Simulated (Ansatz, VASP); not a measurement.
AlN: VASP beside Ansatz

The input INCAR:

```
PREC = Accurate
ENCUT = 600
EDIFF = 1E-6
ISMEAR = 0
SIGMA = 0.02
LREAL = False
LASPH = True
NELM = 120
ALGO = Normal
ISIF = 2
LWAVE = False
LCHARG = False
GGA = PS
NBANDS = 11
GGA_COMPAT = False
```

The input KPOINTS:

```
Automatic mesh
0
Gamma
  10 10 10
```

The input POSCAR:

```
AlN
1.0
    0.0000000000      2.0426165408      2.0426165408
    2.0426165408      0.0000000000      2.0426165408
    2.0426165408      2.0426165408      0.0000000000
Al N
1 1
Direct
    0.5000000000      0.5000000000      0.5000000000
    0.0000000000      0.0000000000      0.0000000000
```

Input for Ansatz:

```yaml
crystal:
  lattice:
    - [0.0, 2.0426165408, 2.0426165408]
    - [2.0426165408, 0.0, 2.0426165408]
    - [2.0426165408, 2.0426165408, 0.0]
  atoms:
    - { symbol: Al, position: [0.5, 0.5, 0.5] }
    - { symbol: "N", position: [0.0, 0.0, 0.0] }
basis: {}
kpoints:
  mp_grid: { grid: [10, 10, 10] }
hamiltonian:
  xc: pbesol
  pseudopotentials: { kind: all_electron, lapw: {} }
scf:
  occupations: { method: gaussian, width: 0.02 }
output:
  forces: true
  stress: true
  eigenvalues: true
```

Alike in both runs: task single point; functional PBEsol; k mesh 10 × 10 × 10; occupations gaussian, width 0.02 eV; no spin polarisation.

```csv
,VASP,Ansatz
version,VASP 6.6.1,Ansatz 0.2.0
potentials or method,"VASP PAW PBE potentials, release 64 (Al, N), cutoff 600 eV","scalar-relativistic, all-electron LAPW"
```

Ansatz gave:

```
gap on the k mesh at the Fermi level (eV) : 4.26
least direct gap on the mesh (eV)         : 5.23
pressure (GPa)                            : -7.3
```

**Question.** Estimate VASP's values.

**Answer.** gap on the k mesh at the Fermi level (eV): 4.26; least direct gap on the mesh (eV): 5.23; pressure (GPa): -7.6.

VASP's potentials were made for PBE, not for PBEsol. Ansatz ran all-electron here, and VASP with PAW potentials.
